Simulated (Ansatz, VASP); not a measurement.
**Mg3CdSe4: VASP beside Ansatz**

```
CELL_PARAMETERS angstrom
6.04747 0.00000 0.00000
0.00000 6.04747 0.00000
0.00000 0.00000 6.04747
ATOMIC_POSITIONS crystal
Mg 0.00000 0.00000 0.50000
Mg 0.00000 0.50000 0.00000
Mg 0.50000 0.00000 0.00000
Cd 0.50000 0.50000 0.50000
Se 0.75569 0.75569 0.24431
Se 0.75569 0.24431 0.75569
Se 0.24431 0.75569 0.75569
Se 0.24431 0.24431 0.24431
```

Change from the starting cell: species swapped into the MgZn3S4 type (P-43m, No. 215).

Alike in both runs: functional PBE; k mesh 2 × 2 × 2; occupations gaussian, width 0.15 eV; no spin polarisation.

Ansatz relaxed the structure, and its values are those at the end. VASP's run is a single point on that final structure, the one shown.

```csv
,VASP,Ansatz
version,VASP 6.6.1,Ansatz 0.2.0
potentials or method,"VASP PAW PBE potentials, release 64 (Mg, Cd, Se), cutoff 520 eV","scalar-relativistic, plane waves, PAW"
valence electrons in the cell,42,114
```

|  | VASP | Ansatz | Ansatz less VASP |
| --- | --- | --- | --- |
| gap on the k mesh at the Fermi level (eV) | 1.92 | 1.92 | +0.004 |
| least direct gap on the mesh (eV) | 1.92 | 1.92 | +0.004 |
| pressure (GPa) | 0.0 | 0.0 | -0.03 |
| rms of the force components (eV/Å) | 0.013 | 0.000 | -0.0123 |

VASP's potentials hold 42 valence electrons a cell and Ansatz's 114, so a difference there can come from the potentials and not from the codes.

The k mesh is coarse, so the values compare programs but aren't converged.
